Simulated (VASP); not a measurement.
Here is a VASP 6.6.1 calculation.

INCAR

```
SYSTEM = CoO
PREC     = Accurate       ! precision mode
ENCUT    = 520            ! plane-wave cutoff, eV
EDIFF    = 1E-6           ! SCF threshold, eV
ISMEAR   = -1             ! smearing method
SIGMA    = 0.05           ! smearing width, eV
LREAL    = .False.        ! projectors in reciprocal space
LASPH    = .True.         ! aspherical terms in the spheres
NELM     = 150            ! most SCF steps
ALGO     = Normal         ! electronic algorithm
ISIF     = 2              ! what is computed and relaxed
LWAVE    = .False.        ! write WAVECAR
LCHARG   = .False.        ! write CHGCAR
ISPIN    = 2              ! spin polarisation
MAGMOM   = 2 0            ! initial moments
LORBIT   = 11             ! projections on sites
LMAXMIX  = 4              ! l up to which the mixer works
NBANDS   = 18             ! bands
```

File KPOINTS:

```
Automatic mesh
0
Gamma
  12 12 12
  0 0 0
```

POSCAR

```
CoO
1.0
   -1.4876191232      1.4876191232      2.0787677284
    1.4876191232     -1.4876191232      2.0787677284
    1.4876191232      1.4876191232     -2.0787677284
Co O
1 1
Direct
    0.0000000000      0.0000000000      0.0000000000
    0.5000000000      0.5000000000      0.0000000000
```

Potentials or basis: VASP PAW LDA potentials, release 64 (Co, O).

Launch:

```bash
$ cat potpaw_LDA.64/Co/POTCAR potpaw_LDA.64/O/POTCAR > POTCAR
$ mpirun -np 1 vasp_std > vasp.out
```

(1) Estimate the pressure.

(2) Predict the net moment.

## Answers

(1) -15.4 GPa.

(2) 2.44 μB per cell.

Caveat: a cell with one magnetic atom can't hold antiferromagnetic order, which such compounds often take.
